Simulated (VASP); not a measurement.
Te:

```xyz
3
Lattice="4.4540 0.0000 0.0000 -2.2270 3.8573 0.0000 0.0000 0.0000 5.9240" Properties=species:S:1:pos:R:3 pbc="T T T"
Te    1.6279    2.8197    0.0000
Te   -0.5991    1.0376    3.9493
Te    1.1981    0.0000    1.9747
```

| Quantity | Value |
| --- | --- |
| Program | VASP 6.6.1 |
| Task | relaxation of cell and atoms |
| Functional | PBEsol |
| Potentials or basis | VASP PAW PBE potentials, release 64 (Te) |
| Cutoff | 600 eV |
| k mesh | 7 × 7 × 5 |
| Occupations | fermi-dirac, width 0.05 eV |
| Spin | no spin polarisation |

At the start: pressure -0.9 GPa; volume 33.93 Å³/atom.

Question: How do energy, volume and symmetry change on relaxing?

Answer: Over 10 steps the energy falls by 10.7 meV/atom and the volume is 32.10 Å³/atom (-5.4 %); space group P3_121 (No. 152, to 0.05 Å).

Step by step:
```
step  energy change (eV)  largest force (eV/Å)  pressure (GPa)  volume (Å³)
   1              0.0000                0.1261           -0.87       101.78
   2             -0.0091                0.2296            0.29        99.08
   3             -0.0091                0.2318            0.32        99.02
   4             -0.0182                0.1817            0.27        98.24
   5             -0.0311                0.0549            0.34        95.91
   6             -0.0312                0.0434            0.36        95.66
   7             -0.0306                0.0222           -0.50        97.17
   8             -0.0320                0.0154           -0.01        96.30
   9             -0.0321                0.0118           -0.01        96.30
  10             -0.0322                0.0056            0.00        96.31
```

Final structure:
```xyz
3
Lattice="4.3228 0.0000 0.0000 -2.1614 3.7437 0.0000 0.0000 0.0000 5.9512" Properties=species:S:1:pos:R:3 pbc="T T T"
Te    1.5475    2.6803    0.0000
Te   -0.6139    1.0633    3.9675
Te    1.2278    0.0000    1.9837
```

Caveat: the PAW data sets were made with another functional, which shifts forces and pressure a little.
